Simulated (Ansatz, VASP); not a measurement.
**SiMo3 in VASP and in Ansatz**

The input INCAR:

```
SYSTEM = SiMo3
ALGO = Fast ; EDIFF = 1E-6
EDIFFG = -0.015 ; ENCUT = 600
GGA = PE ; IBRION = 2
ISIF = 3 ; ISMEAR = 0
LASPH = .TRUE. ; LCHARG = .FALSE.
LREAL = Auto ; LWAVE = .FALSE.
NELM = 100 ; NSW = 80
PREC = Accurate ; SIGMA = 0.1
```

KPOINTS

```
k-points
0
G
  6 6 6
  0 0 0
```

The input POSCAR:

```
SiMo3
1.0
   -4.9064533709      4.9064533709      0.0000000000
    0.0000000000      4.9064533709     -4.9064533709
   -4.9064533709      0.0000000000     -4.9064533709
Si Mo
4 12
Direct
    0.7500000000      0.7500000000      0.7500000000
    0.2500000000      0.2500000000      0.2500000000
    0.5000000000      0.5000000000      0.5000000000
    0.0000000000      0.0000000000      0.0000000000
    0.8750000000      0.6250000000      0.1250000000
    0.3750000000      0.1250000000      0.6250000000
    0.6250000000      0.8750000000      0.3750000000
    0.1250000000      0.3750000000      0.8750000000
    0.6250000000      0.1250000000      0.8750000000
    0.1250000000      0.6250000000      0.3750000000
    0.8750000000      0.3750000000      0.6250000000
    0.3750000000      0.8750000000      0.1250000000
    0.8750000000      0.1250000000      0.3750000000
    0.3750000000      0.6250000000      0.8750000000
    0.6250000000      0.3750000000      0.1250000000
    0.1250000000      0.8750000000      0.6250000000
```

Input for Ansatz:

```yaml
crystal:
  lattice:
    - [-4.9064533709, 4.9064533709, 0.0]
    - [0.0, 4.9064533709, -4.9064533709]
    - [-4.9064533709, 0.0, -4.9064533709]
  atoms:
    - { symbol: Si, position: [0.75, 0.75, 0.75] }
    - { symbol: Si, position: [0.25, 0.25, 0.25] }
    - { symbol: Si, position: [0.5, 0.5, 0.5] }
    - { symbol: Si, position: [0.0, 0.0, 0.0] }
    - { symbol: Mo, position: [0.875, 0.625, 0.125] }
    - { symbol: Mo, position: [0.375, 0.125, 0.625] }
    - { symbol: Mo, position: [0.625, 0.875, 0.375] }
    - { symbol: Mo, position: [0.125, 0.375, 0.875] }
    - { symbol: Mo, position: [0.625, 0.125, 0.875] }
    - { symbol: Mo, position: [0.125, 0.625, 0.375] }
    - { symbol: Mo, position: [0.875, 0.375, 0.625] }
    - { symbol: Mo, position: [0.375, 0.875, 0.125] }
    - { symbol: Mo, position: [0.875, 0.125, 0.375] }
    - { symbol: Mo, position: [0.375, 0.625, 0.875] }
    - { symbol: Mo, position: [0.625, 0.375, 0.125] }
    - { symbol: Mo, position: [0.125, 0.875, 0.625] }
basis:
  ecutwfc: 420
kpoints:
  mp_grid: { grid: [6, 6, 6] }
hamiltonian:
  xc: pbe
scf:
  occupations: { method: gaussian, width: 0.1 }
output:
  forces: true
  stress: true
  eigenvalues: true
relax:
  adjacent_minimum: "off"
  f_tol: 0.015
  max_steps: 60
  cell: { stress_tol: 0.15 }
```

Alike in both runs: task relaxation of cell and atoms; functional PBE; k mesh 6 × 6 × 6; occupations gaussian, width 0.1 eV; no spin polarisation.

```csv
,VASP,Ansatz
version,VASP 6.6.1,Ansatz 0.2.0
potentials or method,"VASP PAW PBE potentials, release 64 (Si, Mo_sv), cutoff 600 eV","scalar-relativistic, plane waves, PAW"
valence electrons in the cell,184,184
```

VASP gave:

```
gap on the k mesh at the Fermi level, each at its own relaxed structure (eV) : none
relaxed volume (Å³/atom)                                                     : 14.78
relaxed length of the cell vector where the two differ most in proportion (Å)              : 6.941
```

Task: What did Ansatz give for the same quantities?

Result: gap on the k mesh at the Fermi level, each at its own relaxed structure (eV): none; relaxed volume (Å³/atom): 14.76; relaxed length of the cell vector where the two differ most in proportion (Å): 6.937.

A gap of «none» marks a metal or a gap that the smearing closes.
